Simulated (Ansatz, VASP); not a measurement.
# Two plane-wave programs on TiCo

```xyz
2
Lattice="2.8368 0.0000 0.0000 0.0000 2.8368 0.0000 0.0000 0.0000 2.8368" Properties=species:S:1:pos:R:3 pbc="T T T"
Ti    0.0000    0.0000    0.0000
Co    1.4184    1.4184    1.4184
```

Change from the starting cell: strain -0.050 along x and y, -0.050 along z, atoms carried along.

Alike in both runs: task single point; functional PBEsol; k mesh 16 × 16 × 16; occupations gaussian, width 0.15 eV; collinear spin.

|  | VASP | Ansatz |
| --- | --- | --- |
| version | VASP 6.6.1 | Ansatz 0.2.0 |
| potentials or method | VASP PAW PBE potentials, release 64 (Ti_sv, Co), cutoff 520 eV | scalar-relativistic, plane waves, PAW |
| valence electrons in the cell | 21 | 29 |

|  | VASP | Ansatz | Ansatz less VASP |
| --- | --- | --- | --- |
| gap on the k mesh at the Fermi level (eV) | none | none | - |
| pressure (GPa) | 23.3 | 24.2 | +0.88 |
| net moment per atom (μB) | 0.00 | 0.08 | +0.083 |
| size of the moment on the site where the two differ most (μB) | 0.00 | 0.16 | +0.162 |

VASP's potentials were made for PBE, not for PBEsol. Site moments also hang on the region over which each program counts them. A gap of «none» marks a metal or a gap that the smearing closes. The functional is the same, so the differences come from potentials, cutoffs and numerics. VASP's potentials hold 21 valence electrons a cell and Ansatz's 29, so a difference there can come from the potentials and not from the codes.
